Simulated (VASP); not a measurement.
# YSc2 (P6/mmm) in VASP: further runs

The runs below take YSc2 through single point, relaxation of cell and atoms, with PBE.

Program: VASP 6.6.1. These are calculated values, not measurements. Logs are shortened: lines on timing, memory, paths and dates and some standing lists are left out, and cuts for length are marked.

## 1. The cell of the first run

The structure is hexagonal, space group P6/mmm (No. 191). Conventional cell: a = 5.317 Å, b = 5.317 Å, c = 3.324 Å, α = 90.00°, β = 90.00°, γ = 120.00°. Within 4.4 Å of Y (site symmetry 6/mmm) lie 2 Y at 3.32 Å and 12 Sc at 3.49 Å. Sc (site symmetry -6m2) has 5 Sc at 3.07 to 3.32 Å and 6 Y at 3.49 Å within 4.0 Å.

## 2. Single point, PBE

The input, INCAR:

```
  PREC = Accurate
  ENCUT = 520
  EDIFF = 1E-6
  ISMEAR = 0
  SIGMA = 0.1
  LREAL = F
  LASPH = T
  NELM = 60
  ALGO = Fast
  ISIF = 2
  LWAVE = F
  LCHARG = F
  GGA = PE
  NBANDS = 24
```

The input, KPOINTS:

```
Automatic mesh
0
Gamma
  12 12 14
```

The input, POSCAR:

```
YSc2
1.0
    5.3169370301      0.0000000000      0.0000000000
   -2.6584685150      4.6046025384      0.0000000000
    0.0000000000      0.0000000000      3.3241910193
Y Sc
1 2
Direct
    0.0000000000      0.0000000000      0.0000000000
    0.3333333333      0.6666666667      0.5000000000
    0.6666666667      0.3333333333      0.5000000000
```

Potentials or basis: VASP PAW PBE potentials, release 64 (Y_sv, Sc_sv).

Run with:

```console
> cat potpaw_PBE.64/Y_sv/POTCAR potpaw_PBE.64/Sc_sv/POTCAR > POTCAR
> mpirun -np 1 vasp_std > vasp.out
```

OUTCAR:

```text
PREC = Accurate
   ENCUT = 520
   EDIFF = 1E-6
   ISMEAR = 0
   LREAL = F
   LASPH = T
   NELM = 60
   ISIF = 2
   GGA = PE

 ion  position               nearest neighbor table
   1  0.000  0.000  0.000-   2 3.49   3 3.49   2 3.49   3 3.49   2 3.49   2 3.49   3 3.49   3 3.49
                             3 3.49   3 3.49   2 3.49   2 3.49
   2  0.333  0.667  0.500-   3 3.07   3 3.07   3 3.07   1 3.49   1 3.49   1 3.49   1 3.49   1 3.49
                             1 3.49
   3  0.667  0.333  0.500-   2 3.07   2 3.07   2 3.07   1 3.49   1 3.49   1 3.49   1 3.49   1 3.49
                             1 3.49

  LATTYP: Found a hexagonal cell.
 ALAT       =     5.3169370301
 C/A-ratio  =     0.6252078970

  Lattice vectors:

 A1 = (   5.3169370301,   0.0000000000,   0.0000000000)
 A2 = (  -2.6584685150,   4.6046025384,   0.0000000000)
 A3 = (   0.0000000000,   0.0000000000,   3.3241910193)

Analysis of symmetry for initial positions (statically):
=====================================================================
 Subroutine PRICEL returns:
 Original cell was already a primitive cell.

 Routine SETGRP: Setting up the symmetry group for a
 hexagonal supercell.

 Subroutine GETGRP returns: Found 24 space group operations
 (whereof 24 operations were pure point group operations)
 out of a pool of 24 trial point group operations.

The static configuration has the point symmetry D_6h.

Analysis of symmetry for dynamics (positions and initial velocities):
=====================================================================
 Subroutine PRICEL returns:
 Original cell was already a primitive cell.

 Routine SETGRP: Setting up the symmetry group for a
 hexagonal supercell.

 Subroutine GETGRP returns: Found 24 space group operations
 (whereof 24 operations were pure point group operations)
 out of a pool of 24 trial point group operations.

The dynamic configuration has the point symmetry D_6h.

 Subroutine INISYM returns: Found 24 space group operations
 (whereof 24 operations are pure point group operations),
 and found     1 'primitive' translations

----------------------------------------------------------------------------------------

                                     Primitive cell

  volume of cell :      81.3841

  direct lattice vectors                    reciprocal lattice vectors
     5.316937030  0.000000000  0.000000000     0.188078210  0.108587005  0.000000000
    -2.658468515  4.604602538  0.000000000     0.000000000  0.217174010  0.000000000
     0.000000000  0.000000000  3.324191019     0.000000000  0.000000000  0.300825071

  length of vectors
     5.316937030  5.316937030  3.324191019     0.217174010  0.217174010  0.300825071

  position of ions in fractional coordinates (direct lattice)
     0.000000000  0.000000000  0.000000000
     0.333333333  0.666666667  0.500000000
     0.666666667  0.333333333  0.500000000

  ion indices of the primitive-cell ions
   primitive index   ion index
                 1           1
                 2           2
                 3           3

----------------------------------------------------------------------------------------

 KPOINTS: Automatic mesh

Automatic generation of k-mesh.
 Grid dimensions read from file:
 generate k-points for:   12   12   14

 Generating k-lattice:

  Cartesian coordinates                     Fractional coordinates (reciprocal lattice)
     0.015673184  0.009048917  0.000000000     0.083333333 -0.000000000  0.000000000
     0.000000000  0.018097834  0.000000000     0.000000000  0.083333333  0.000000000
     0.000000000  0.000000000  0.021487505     0.000000000  0.000000000  0.071428571

  Length of vectors
     0.018097834  0.018097834  0.021487505

  Shift w.r.t. Gamma in fractional coordinates (k-lattice)
     0.000000000  0.000000000  0.000000000

 Subroutine IBZKPT returns following result:
 ===========================================

 Found    152 irreducible k-points:

 Following reciprocal coordinates:
            Coordinates               Weight
  0.000000  0.000000  0.000000      1.000000
  0.083333  0.000000  0.000000      6.000000
  0.166667  0.000000  0.000000      6.000000
  0.250000 -0.000000  0.000000      6.000000
  0.333333  0.000000  0.000000      6.000000
  0.416667  0.000000  0.000000      6.000000
[... 16 lines left out ...]
  0.250000 -0.000000  0.071429     12.000000
  0.333333  0.000000  0.071429     12.000000
 [... further k-points ...]
   k-points           NKPTS =    152   k-points in BZ     NKDIM =    152   number of bands    NBANDS=     24
   number of dos      NEDOS =    301   number of ions     NIONS =      3
   total plane-waves  NPLWV =  44800
   dimension x,y,z NGX =    40 NGY =   40 NGZ =   28
   dimension x,y,z NGXF=    80 NGYF=   80 NGZF=   56
   ions per type =               1   2
   NGX,Y,Z   is equivalent  to a cutoff of  12.51, 12.51, 14.00 a.u.
   NGXF,Y,Z  is equivalent  to a cutoff of  25.01, 25.01, 28.01 a.u.
 SYSTEM =  unknown system
   PREC   = accura    normal or accurate (medium, high low for compatibility)
   ISTART =      0    job   : 0-new  1-cont  2-samecut
   ICHARG =      2    charge: 1-file 2-atom 10-const
   ISPIN  =      1    spin polarized calculation?
   LNONCOLLINEAR =      F non collinear calculations
   LSORBIT =      F    spin-orbit coupling
   LASPH  =      T    aspherical Exc in radial PAW
   ENCUT  =  520.0 eV  38.22 Ry    6.18 a.u.   9.89  9.89  6.18*2*pi/ulx,y,z
   NELM   =     60;   NELMIN=  2; NELMDL= -5     # of ELM steps
   EDIFF  = 0.1E-05   stopping-criterion for ELM
   LREAL  =      F    real-space projection
   EDIFFG = 0.1E-04   stopping-criterion for IOM
   NSW    =      0    number of steps for IOM
   IBRION =     -1    ionic relax: 0-MD 1-quasi-New 2-CG
   NFREE  =      0    steps in history (QN), initial steepest desc. (CG)
   ISIF   =      2    stress and relaxation
   ISYM   =      2    0-nonsym 1-usesym 2-fastsym
   POTIM  = 0.5000    time-step for ionic-motion
   TEBEG  =    0.0;   TEEND  =   0.0 temperature during run
   PSTRESS=    0.0 pullay stress
   NELECT =      33.0000    total number of electrons
   NUPDOWN=      -1.0000    fix difference up-down
   EMIN   =  10.00;   EMAX   =-10.00  energy-range for DOS
   EFERMI =   0.00;   METHOD = LEGACY
   ISMEAR =     0;   SIGMA  =   0.10  broadening in eV -4-tet -1-fermi 0-gaus
   EFERMI_NEDOS =   21; number of points for ismear=-14 and -15
   IALGO  =     68    algorithm
   IMIX   =      4    mixing-type and parameters
     AMIX     =   0.40;   BMIX     =  1.00
     AMIX_MAG =   1.60;   BMIX_MAG =  1.00
  volume/ion in A,a.u.               =      27.13       183.07
  Fermi-wavevector in a.u.,A,eV,Ry     =   1.211713  2.289805 19.976717  1.468247
  Thomas-Fermi vector in A             =   2.347219
   LORBIT       =      0    0 simple, 1 ext, 2 COOP (PROOUT), +10 PAW based schemes
   GGA     = PE    functional components
   LHFCALC =     F    Hartree Fock is set to
   AEXX    =    0.0000 exact exchange contribution
   IVDW    =     0    specifies the selected vdW correction
   LEPSILON=     F    determine dielectric tensor
   LRPA    =     F    only Hartree local field effects (RPA)
 non-spin polarized calculation
 RMM-DIIS sequential band-by-band and
 Gauss-broadening in eV      SIGMA  =   0.10
  energy-cutoff  :      520.00
  volume of cell :       81.38
 maximum number of plane-waves:      2214
 NGX is ok and might be reduce to    40
   NGX = 19   NGY = 19   NGZ = 13

 number of electron      33.0000004 magnetization

 Free energy of the ion-electron system (eV)
  ---------------------------------------------------
  ext. energy  EPLUGINS =         0.00000000
  ---------------------------------------------------
  free energy    TOTEN  =       -18.74443094 eV

  energy without entropy =      -18.70986741  energy(sigma->0) =      -18.72714917

 E-fermi :   3.4312     XC(G=0):  -9.7307

 val. band max:        3.4277590721   @ k =   0.2500   0.0833   0.4286
 cond. band min:       3.4312880183   @ k =   0.1667   0.1667   0.2857
 fundamental gap:      0.0035289462
 Fermi energy:         3.4311975240

 k-point     1 :       0.0000    0.0000    0.0000
  band No.  band energies     occupation
      1     -46.1347      2.00000
      2     -46.0730      2.00000
      3     -38.7859      2.00000
      4     -24.8641      2.00000
      5     -24.8641      2.00000
      6     -24.6784      2.00000
[... 16 lines left out ...]
     23       5.5789      0.00000
     24       6.0220      0.00000

 k-point     2 :       0.0833    0.0000    0.0000
  band No.  band energies     occupation
      1     -46.1338      2.00000
      2     -46.0739      2.00000
      3     -38.7859      2.00000
      4     -24.8658      2.00000
      5     -24.8613      2.00000
      6     -24.6776      2.00000
[... 16 lines left out ...]
     23       5.5427      0.00000
     24       5.5644      0.00000

 k-point     3 :       0.1667    0.0000    0.0000
  band No.  band energies     occupation
      1     -46.1311      2.00000
      2     -46.0766      2.00000
      3     -38.7859      2.00000
      4     -24.8705      2.00000
      5     -24.8532      2.00000
      6     -24.6752      2.00000
[... 16 lines left out ...]
     23       5.4732      0.00000
     24       5.7278      0.00000
[... 514 lines left out ...]
 k-point    23 :       0.2500   -0.0000    0.0714
  band No.  band energies     occupation
      1     -46.1261      2.00000
      2     -46.0801      2.00000
      3     -38.7833      2.00000
      4     -24.8754      2.00000
      5     -24.8394      2.00000
      6     -24.6804      2.00000
[... 16 lines left out ...]
     23       5.4477      0.00000
     24       5.9444      0.00000

 k-point    24 :       0.3333    0.0000    0.0714
  band No.  band energies     occupation
      1     -46.1209      2.00000
      2     -46.0853      2.00000
      3     -38.7834      2.00000
      4     -24.8812      2.00000
      5     -24.8241      2.00000
      6     -24.6759      2.00000
[... 16 lines left out ...]
     23       5.5270      0.00000
     24       6.1568      0.00000

 [... further k-points ...]

------------------------ aborting loop because EDIFF is reached ----------------------------------------

  FORCE on cell =-STRESS in cart. coord.  units (eV):
  Direction    XX          YY          ZZ          XY          YZ          ZX
  --------------------------------------------------------------------------------------
  -------------------------------------------------------------------------------------
  Total       -0.0155357     -0.0155357     -0.0234256     -0.0000000      0.0000000     -0.0000000
  in kB       -0.3058447     -0.3058447     -0.4611713     -0.0000000      0.0000000     -0.0000000
  external PRESSURE =      -0.3576202 kB  Pullay stress =       0.0000000 kB

 VOLUME and BASIS-vectors are now :
 -----------------------------------------------------------------------------
  energy-cutoff  :      520.00
  volume of cell :       81.38
      direct lattice vectors                 reciprocal lattice vectors
     5.316937030  0.000000000  0.000000000     0.188078210  0.108587005  0.000000000
    -2.658468515  4.604602538  0.000000000     0.000000000  0.217174010  0.000000000
     0.000000000  0.000000000  3.324191019     0.000000000  0.000000000  0.300825071

 POSITION                                       TOTAL-FORCE (eV/Angst)
 -----------------------------------------------------------------------------------
      0.00000      0.00000      0.00000         0.000000      0.000000      0.000000
     -0.00000      3.06974      1.66210        -0.000000     -0.000000      0.000000
      2.65847      1.53487      1.66210         0.000000      0.000000      0.000000
 -----------------------------------------------------------------------------------
    total drift:                               -0.000000      0.000000      0.000000

  FREE ENERGIE OF THE ION-ELECTRON SYSTEM (eV)
  ---------------------------------------------------
  free  energy   TOTEN  =       -18.7444309379 eV

  energy  without entropy=      -18.7098674114  energy(sigma->0) =      -18.72714917
```

Wall time 3.8 min (1 thread of Intel Xeon 6975P-C (Granite Rapids), shared host); peak memory 0.44 GiB.

Results:

```
Free energy            : -18.7444 eV
Pressure               : 0.0 GPa
Band gap on the k mesh : zero (an odd number of electrons rules out a gap without spin polarisation)
```

## 3. Relaxation of cell and atoms, PBE

This run uses another cell than the first one, of 27.25 Å³/atom.

The input, INCAR:

```
SYSTEM = YSc2
PREC = Accurate ; ENCUT = 600
EDIFF = 1E-6 ; ISMEAR = 0
SIGMA = 0.1 ; LREAL = .False.
LASPH = .True. ; NELM = 100
ALGO = Fast ; ISIF = 3
LWAVE = .False. ; LCHARG = .False.
GGA = PE ; IBRION = 2
NSW = 100 ; EDIFFG = -0.01
```

The input, KPOINTS:

```
regular mesh
0
Gamma
  12 12 14
  0 0 0
```

The input, POSCAR:

```
YSc2
1.0
    5.3354232943      0.0000000000      0.0000000000
   -2.6677116471      4.6206121128      0.0000000000
    0.0000000000      0.0000000000      3.3158703624
Y Sc
1 2
Direct
    0.0000000000      0.0000000000      0.0000000000
    0.3333333333      0.6666666667      0.5000000000
    0.6666666667      0.3333333333      0.5000000000
```

Potentials or basis: VASP PAW PBE potentials, release 64 (Y_sv, Sc_sv).

Run with:

```console
> cat potpaw_PBE.64/Y_sv/POTCAR potpaw_PBE.64/Sc_sv/POTCAR > POTCAR
> mpirun -np 1 vasp_std > vasp.out
```

OUTCAR:

```text
SYSTEM = YSc2
   PREC = Accurate
   ENCUT = 600
   EDIFF = 1E-6
   ISMEAR = 0
   LREAL = .False.
   LASPH = .True.
   NELM = 100
   ISIF = 3
   GGA = PE
   IBRION = 2
   NSW = 100
   EDIFFG = -0.01

 ion  position               nearest neighbor table
   1  0.000  0.000  0.000-   2 3.50   3 3.50   2 3.50   3 3.50   2 3.50   2 3.50   3 3.50   3 3.50
                             3 3.50   3 3.50   2 3.50   2 3.50
   2  0.333  0.667  0.500-   3 3.08   3 3.08   3 3.08   1 3.50   1 3.50   1 3.50   1 3.50   1 3.50
                             1 3.50
   3  0.667  0.333  0.500-   2 3.08   2 3.08   2 3.08   1 3.50   1 3.50   1 3.50   1 3.50   1 3.50
                             1 3.50

  LATTYP: Found a hexagonal cell.
 ALAT       =     5.3354232943
 C/A-ratio  =     0.6214821542

  Lattice vectors:

 A1 = (   5.3354232943,   0.0000000000,   0.0000000000)
 A2 = (  -2.6677116471,   4.6206121128,   0.0000000000)
 A3 = (   0.0000000000,   0.0000000000,   3.3158703624)

Analysis of symmetry for initial positions (statically):
=====================================================================
 Subroutine PRICEL returns:
 Original cell was already a primitive cell.

 Routine SETGRP: Setting up the symmetry group for a
[... 180 lines left out ...]
  -------------------------------------------------------------------------------------
  Total       -0.1870236     -0.1870236     -0.0196094     -0.0000000     -0.0000000     -0.0000000
  in kB       -3.6655661     -3.6655661     -0.3843335     -0.0000000     -0.0000000     -0.0000000
  external PRESSURE =      -2.5718219 kB  Pullay stress =       0.0000000 kB
[... 209 lines left out ...]
--------------------------------------- Ionic step        7  -------------------------------------------

 number of electron      33.0000002 magnetization

 Free energy of the ion-electron system (eV)
  ---------------------------------------------------
  ext. energy  EPLUGINS =         0.00000000
  ---------------------------------------------------
  free energy    TOTEN  =       -18.74477332 eV

  energy without entropy =      -18.71027718  energy(sigma->0) =      -18.72752525

 E-fermi :   3.4339     XC(G=0):  -9.7328

 val. band max:        3.4316245495   @ k =   0.2500   0.0833   0.4286
 cond. band min:       3.4348726279   @ k =   0.1667   0.1667   0.2857
 fundamental gap:      0.0032480784
 Fermi energy:         3.4339102616

 k-point     1 :       0.0000    0.0000    0.0000
  band No.  band energies     occupation
      1     -46.1311      2.00000
      2     -46.0693      2.00000
      3     -38.7820      2.00000
      4     -24.8609      2.00000
      5     -24.8609      2.00000
      6     -24.6748      2.00000
[... 541 lines left out ...]
     19       4.3390      0.00000
     20       4.8122      0.00000

 [... further k-points ...]

------------------------ aborting loop because EDIFF is reached ----------------------------------------

  FORCE on cell =-STRESS in cart. coord.  units (eV):
  Direction    XX          YY          ZZ          XY          YZ          ZX
  --------------------------------------------------------------------------------------
  -------------------------------------------------------------------------------------
  Total        0.0125961      0.0125961      0.0113263      0.0000000      0.0000000      0.0000000
  in kB        0.2480948      0.2480948      0.2230860      0.0000000      0.0000000      0.0000000
  external PRESSURE =       0.2397585 kB  Pullay stress =       0.0000000 kB
[... 18 lines left out ...]
  FREE ENERGIE OF THE ION-ELECTRON SYSTEM (eV)
  ---------------------------------------------------
  free  energy   TOTEN  =       -18.7447733180 eV

  energy  without entropy=      -18.7102771819  energy(sigma->0) =      -18.72752525

 reached required accuracy - stopping structural energy minimisation
```

Run time: 13 min. Hardware: 1 thread of Intel Xeon 6975P-C (Granite Rapids), shared host; peak memory 0.53 GiB.

What came out:

| Property | Result |
| --- | --- |
| Free energy | -18.7448 eV |
| Relaxed volume | 27.11 Å³/atom |
| Relaxed cell | a = 5.317 Å, b = 5.317 Å, c = 3.323 Å, α = 90.00°, β = 90.00°, γ = 120.00° |
| Space group after relaxing (to 0.1 Å) | P6/mmm (No. 191) |
| Energy gained by relaxing | 0.2 meV/atom |
| Ionic steps | 7 |
| Pressure after relaxing | 0.0 GPa |
| Band gap on the k mesh | zero (an odd number of electrons rules out a gap without spin polarisation) |

Step by step:
| step | energy change (eV) | largest force (eV/Å) | pressure (GPa) | volume (Å³) |
| --- | --- | --- | --- | --- |
| 1 | 0.0000 | 0.0000 | -0.26 | 81.75 |
| 2 | -0.0005 | 0.0000 | 0.07 | 81.23 |
| 3 | -0.0005 | 0.0000 | 0.02 | 81.27 |
| 4 | -0.0005 | 0.0000 | 0.04 | 81.26 |
| 5 | -0.0005 | 0.0000 | 0.05 | 81.25 |
| 6 | -0.0006 | 0.0000 | 0.04 | 81.29 |
| 7 | -0.0006 | 0.0000 | 0.02 | 81.34 |

Final structure:
```cif
data_structure
_symmetry_space_group_name_H-M 'P 1'
_symmetry_Int_Tables_number 1
_cell_length_a 5.3167
_cell_length_b 5.3167
_cell_length_c 3.3229
_cell_angle_alpha 90.000
_cell_angle_beta 90.000
_cell_angle_gamma 120.000
_cell_volume 81.34
loop_
_atom_site_label
_atom_site_type_symbol
_atom_site_fract_x
_atom_site_fract_y
_atom_site_fract_z
_atom_site_occupancy
Y1 Y 0.00000 0.00000 0.00000 1
Sc1 Sc 0.33333 0.66667 0.50000 1
Sc2 Sc 0.66667 0.33333 0.50000 1
```
